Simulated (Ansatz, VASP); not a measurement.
## One calculation of Cu, two programs

```xyz
2
Lattice="0.0000 2.6019 2.6019 2.6019 0.0000 2.6019 2.6019 2.6019 0.0000" Properties=species:S:1:pos:R:3 pbc="T T T"
Cu    0.6505    0.6505    0.6505
Cu    4.5533    4.5533    4.5533
```

Alike in both runs: task single point; functional PBE; k mesh 12 × 12 × 12; occupations fermi-dirac, width 0.1 eV; no spin polarisation.

|  | VASP | Ansatz |
| --- | --- | --- |
| version | VASP 6.6.1 | Ansatz 0.2.0 |
| potentials or method | VASP PAW PBE potentials, release 64 (Cu), cutoff 520 eV | plane waves (420 eV) with PAW, scalar-relativistic |
| valence electrons in the cell | 22 | 38 |

```tsv
	VASP	Ansatz	Ansatz less VASP
pressure (GPa)	6.0	5.7	-0.33
```

VASP's potentials hold 22 valence electrons a cell and Ansatz's 38, so a difference there can come from the potentials and not from the codes.
